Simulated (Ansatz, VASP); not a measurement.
One calculation of V, two programs

Contents of INCAR:

```
ALGO     = Normal         # electronic algorithm
EDIFF    = 1E-6           # SCF threshold, eV
ENCUT    = 520            # plane-wave cutoff, eV
GGA      = PE             # functional
ISIF     = 2              # what is computed and relaxed
ISMEAR   = -1             # smearing method
LASPH    = True           # aspherical terms in the spheres
LCHARG   = False          # write CHGCAR
LREAL    = False          # projectors in reciprocal space
LWAVE    = False          # write WAVECAR
NBANDS   = 20             # bands
NELM     = 80             # most SCF steps
PREC     = Accurate       # precision mode
SIGMA    = 0.1            # smearing width, eV
```

Contents of KPOINTS:

```
k-points
0
Gamma
  17 17 17
```

The input POSCAR:

```
V
1.0
    0.0000000000      2.5459774117      2.5459774117
    2.5459774117      0.0000000000      2.5459774117
    2.5459774117      2.5459774117      0.0000000000
V
2
Direct
    0.1250000000      0.1250000000      0.1250000000
    0.8750000000      0.8750000000      0.8750000000
```

Input for Ansatz:

```yaml
crystal:
  lattice:
    - [0.0, 2.5459774117, 2.5459774117]
    - [2.5459774117, 0.0, 2.5459774117]
    - [2.5459774117, 2.5459774117, 0.0]
  atoms:
    - { symbol: V, position: [0.125, 0.125, 0.125] }
    - { symbol: V, position: [0.875, 0.875, 0.875] }
hamiltonian:
  xc: pbe
  pseudopotentials:
    kind: paw
    azcp:
      V: "pseudopotentials/V.paw.azcp"
basis:
  ecutwfc: 420
  fft_grid_basis: typed
kpoints:
  mp_grid: { grid: [17, 17, 17], shift: [0, 0, 0] }
magnetization:
  spin_polarized: false
scf:
  occupations: { method: fermi_dirac, width: 0.1 }
output:
  stress: true
```

Alike in both runs: task single point; functional PBE; k mesh 17 × 17 × 17; occupations fermi-dirac, width 0.1 eV; no spin polarisation.

|  | VASP | Ansatz |
| --- | --- | --- |
| version | VASP 6.6.1 | Ansatz 0.2.0 |
| potentials or method | VASP PAW PBE potentials, release 64 (V_sv), cutoff 520 eV | plane waves (420 eV) with PAW, scalar-relativistic |
| valence electrons in the cell | 26 | 26 |

```csv
,VASP,Ansatz,Ansatz less VASP
pressure (GPa),11.1,10.2,-0.95
```
